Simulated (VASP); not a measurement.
Here is a VASP 6.6.1 calculation.

The input INCAR:

```
PREC = Accurate
ENCUT = 600
EDIFF = 1E-6
ISMEAR = 0
SIGMA = 0.1
LREAL = F
LASPH = T
NELM = 80
ALGO = Normal
ISIF = 3
LWAVE = F
LCHARG = F
GGA = PE
IBRION = 2
NSW = 90
EDIFFG = -0.04
```

The input KPOINTS:

```
regular mesh
0
Gamma
  6 6 2
```

Contents of POSCAR:

```
GeB2C3
1.0
    3.2841412000      0.0000000000      0.0000000000
   -1.6420706000      2.8441497100      0.0000000000
    0.0000000000      0.0000000000      8.1492437700
Ge B C
1 2 3
Direct
    0.0000000000      0.0000000000      0.5000000000
    0.3333333300      0.6666666700      0.8271350300
    0.6666666700      0.3333333300      0.1728649700
    0.3333333300      0.6666666700      0.3480919900
    0.6666666700      0.3333333300      0.6519080100
    0.0000000000      0.0000000000      0.0000000000
```

Potentials or basis: VASP PAW PBE potentials, release 64 (Ge_d, B, C).

The run is started by

```bash
$ cat potpaw_PBE.64/Ge_d/POTCAR potpaw_PBE.64/B/POTCAR potpaw_PBE.64/C/POTCAR > POTCAR
$ mpirun -np 1 vasp_std > vasp.out
```

Question: Estimate the relaxed volume.

Answer: 9.29 Å³/atom.

Question: Estimate the band gap on the k mesh.

Answer: Zero (band 16 reaches 8.49 eV, above the bottom of band 17 at 3.66 eV).

Question: What does it give for the relaxed cell?

Answer: a = 2.748 Å, b = 2.748 Å, c = 8.520 Å, α = 90.00°, β = 90.00°, γ = 120.00°.

Question: What does it give for the space group after relaxing (to 0.05 Å)?

Answer: P-3m1 (No. 164).

Forces in eV/Å, atoms in the order of the input:
```
Ge   0.000  0.000  0.000
B    0.000  0.000 -0.032
B    0.000  0.000  0.032
C    0.000  0.000 -0.035
C    0.000  0.000  0.035
C    0.000  0.000  0.000
```

Caveat: the k points lie up to 0.44 Å⁻¹ apart in the final cell; the volume moved by over 15 % at a fixed basis, so the end points are rough.
